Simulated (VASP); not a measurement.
# AgI (zincblende type) (F-43m) in VASP: further runs, part 2 of 2

VASP 6.6.1. Earlier steps stand in the parts before.

## 3. Single point, PBEsol (volume scaled by 0.5)

INCAR

```
SYSTEM = AgI
ALGO = Normal
EDIFF = 1E-6
ENCUT = 500
GGA = PS
GGA_COMPAT = .FALSE.
ISIF = 2
ISMEAR = -1
LASPH = .TRUE.
LCHARG = .FALSE.
LREAL = .FALSE.
LWAVE = .FALSE.
NBANDS = 16
NELM = 120
PREC = Accurate
SIGMA = 0.05
```

KPOINTS

```
k-points
0
G
  12 12 12
  0 0 0
```

POSCAR

```
AgI
1.0
    0.0000000000      2.5605538748      2.5605538748
    2.5605538748      0.0000000000      2.5605538748
    2.5605538748      2.5605538748      0.0000000000
Ag I
1 1
Direct
    0.0000000000      0.0000000000      0.0000000000
    0.2500000000      0.2500000000      0.2500000000
```

Potentials or basis: VASP PAW PBE potentials, release 64 (Ag, I).

On the command line:

```bash
$ cat potpaw_PBE.64/Ag/POTCAR potpaw_PBE.64/I/POTCAR > POTCAR
$ mpirun -np 1 vasp_std > vasp.out
```

Run time: 16 s. Hardware: 1 thread of Intel Xeon 6975P-C (Granite Rapids), shared host; peak memory 0.18 GiB.

It converged, with:

```yaml
Free_energy: 2.1579 eV
Pressure: 146.8 GPa
Band_gap_on_the_k_mesh: 1.03 eV, direct
```

Levels at points of the mesh, in eV from the valence-band top:
| k point | band 5 | band 6 | band 7 | band 8 | band 9 | band 10 | band 11 | band 12 | band 13 | band 14 |
| --- | --- | --- | --- | --- | --- | --- | --- | --- | --- | --- |
| (0.00, 0.00, 0.00) | -9.04 | -9.04 | 0.00 | 0.00 | 0.00 | 1.03 | 3.62 | 3.62 | 3.62 | 8.02 |
| (0.50, 0.00, 0.00) | -8.94 | -8.94 | -8.27 | -2.62 | -2.62 | 1.40 | 4.60 | 4.60 | 6.26 | 10.90 |
| (0.50, 0.50, 0.00) | -8.80 | -8.74 | -7.27 | -6.02 | -6.02 | 1.17 | 1.75 | 9.97 | 11.95 | 11.95 |

Caveat: the PAW data sets were made with another functional, which shifts forces and pressure a little; spin-orbit coupling is left out, which moves the levels of the heavy elements. A k mesh can miss the band edges.

## 4. Single point, PBEsol (volume scaled by 0.6)

INCAR

```
SYSTEM = AgI
PREC = Accurate
ENCUT = 500
EDIFF = 1E-6
ISMEAR = -1
SIGMA = 0.05
LREAL = .FALSE.
LASPH = .TRUE.
NELM = 120
ALGO = Normal
ISIF = 2
LWAVE = .FALSE.
LCHARG = .TRUE.
GGA = PS
LELF = .TRUE.
LVHAR = .TRUE.
NBANDS = 16
GGA_COMPAT = .FALSE.
```

KPOINTS

```
Automatic mesh
0
G
  12 12 12
  0 0 0
```

POSCAR

```
AgI
1.0
    0.0000000000      2.7209945169      2.7209945169
    2.7209945169      0.0000000000      2.7209945169
    2.7209945169      2.7209945169      0.0000000000
Ag I
1 1
Direct
    0.0000000000      0.0000000000      0.0000000000
    0.2500000000      0.2500000000      0.2500000000
```

Potentials or basis: VASP PAW PBE potentials, release 64 (Ag, I).

On the command line:

```bash
$ cat potpaw_PBE.64/Ag/POTCAR potpaw_PBE.64/I/POTCAR > POTCAR
$ mpirun -np 1 vasp_std > vasp.out
```

OUTCAR:

```text
SYSTEM = AgI
   PREC = Accurate
   ENCUT = 500
   EDIFF = 1E-6
   ISMEAR = -1
   LREAL = .FALSE.
   LASPH = .TRUE.
   NELM = 120
   ISIF = 2
   GGA = PS

 ion  position               nearest neighbor table
   1  0.000  0.000  0.000-   2 2.36   2 2.36   2 2.36   2 2.36
   2  0.250  0.250  0.250-   1 2.36   1 2.36   1 2.36   1 2.36

  LATTYP: Found a face centered cubic cell.
 ALAT       =     5.4419890338

  Lattice vectors:

[... 641 lines left out ...]

------------------------ aborting loop because EDIFF is reached ----------------------------------------

  FORCE on cell =-STRESS in cart. coord.  units (eV):
  Direction    XX          YY          ZZ          XY          YZ          ZX
  --------------------------------------------------------------------------------------
  -------------------------------------------------------------------------------------
  Total       17.0073053     17.0073053     17.0073053      0.0000000     -0.0000000     -0.0000000
  in kB      676.2902025    676.2902025    676.2902025      0.0000000     -0.0000000     -0.0000000
  external PRESSURE =     676.2902025 kB  Pullay stress =       0.0000000 kB

 VOLUME and BASIS-vectors are now :
 -----------------------------------------------------------------------------
  energy-cutoff  :      500.00
  volume of cell :       40.29
      direct lattice vectors                 reciprocal lattice vectors
     0.000000000  2.720994517  2.720994517    -0.183756342  0.183756342  0.183756342
     2.720994517  0.000000000  2.720994517     0.183756342 -0.183756342  0.183756342
     2.720994517  2.720994517  0.000000000     0.183756342  0.183756342 -0.183756342

 POSITION                                       TOTAL-FORCE (eV/Angst)
 -----------------------------------------------------------------------------------
      0.00000      0.00000      0.00000        -0.000000     -0.000000     -0.000000
      1.36050      1.36050      1.36050         0.000000      0.000000      0.000000
 -----------------------------------------------------------------------------------
    total drift:                                0.000001      0.000001      0.000000

  FREE ENERGIE OF THE ION-ELECTRON SYSTEM (eV)
  ---------------------------------------------------
  free  energy   TOTEN  =        -2.1123719283 eV

  energy  without entropy=       -2.1123719111  energy(sigma->0) =       -2.11237192
```

OSZICAR:

```text
N       E                     dE             d eps       ncg     rms          rms(c)
DAV:   1     0.101792820212E+03    0.10179E+03   -0.82223E+03  2352   0.980E+02
DAV:   2     0.309821433350E+00   -0.10148E+03   -0.96536E+02  2808   0.226E+02
DAV:   3    -0.254036084049E+01   -0.28502E+01   -0.28455E+01  2984   0.386E+01
DAV:   4    -0.257225140450E+01   -0.31891E-01   -0.31889E-01  3040   0.409E+00
DAV:   5    -0.257293710277E+01   -0.68570E-03   -0.68569E-03  2992   0.518E-01    0.188E+01
DAV:   6    -0.216630895920E+01    0.40663E+00   -0.95487E-01  2584   0.146E+01    0.128E+01
DAV:   7    -0.212024938792E+01    0.46060E-01   -0.14293E-01  2672   0.247E+00    0.418E+00
DAV:   8    -0.211270426481E+01    0.75451E-02   -0.24155E-03  3080   0.342E-01    0.534E-01
DAV:   9    -0.211236898532E+01    0.33528E-03   -0.53693E-04  2712   0.200E-01    0.180E-01
DAV:  10    -0.211237080028E+01   -0.18150E-05   -0.95299E-05  3208   0.762E-02    0.358E-02
DAV:  11    -0.211237187179E+01   -0.10715E-05   -0.92922E-06  2816   0.225E-02    0.137E-02
DAV:  12    -0.211237192835E+01   -0.56564E-07   -0.92037E-07  2176   0.614E-03
   1 F= -.21123719E+01 E0= -.21123719E+01  d E =-.172170E-07
```

stdout:

```text
POSCAR found type information on POSCAR AgI
 POSCAR found :  2 types and       2 ions
 scaLAPACK will be used
 -----------------------------------------------------------------------------
|                                                                             |
|                                                                             |
|     You enforced a specific xc type in the INCAR file but a different       |
|     I HOPE YOU KNOW WHAT YOU ARE DOING!                                     |
|                                                                             |
 -----------------------------------------------------------------------------

 LDA part: xc-table for (Slater+PW92), standard interpolation
 POSCAR, INCAR and KPOINTS ok, starting setup
 FFT: planning ... GRIDC
 FFT: planning ... GRID_SOFT
 FFT: planning ... GRID
 WAVECAR not read
 entering main loop
```

It took 18 s on 1 thread of Intel Xeon 6975P-C (Granite Rapids), shared host; peak memory 0.18 GiB.

What came out:

* Free energy: -2.1124 eV
* Pressure: 67.6 GPa
* Band gap on the k mesh: 1.21 eV, direct

Caveat: the PAW data sets were made with another functional, which shifts forces and pressure a little; spin-orbit coupling is left out, which moves the levels of the heavy elements. A k mesh can miss the band edges.
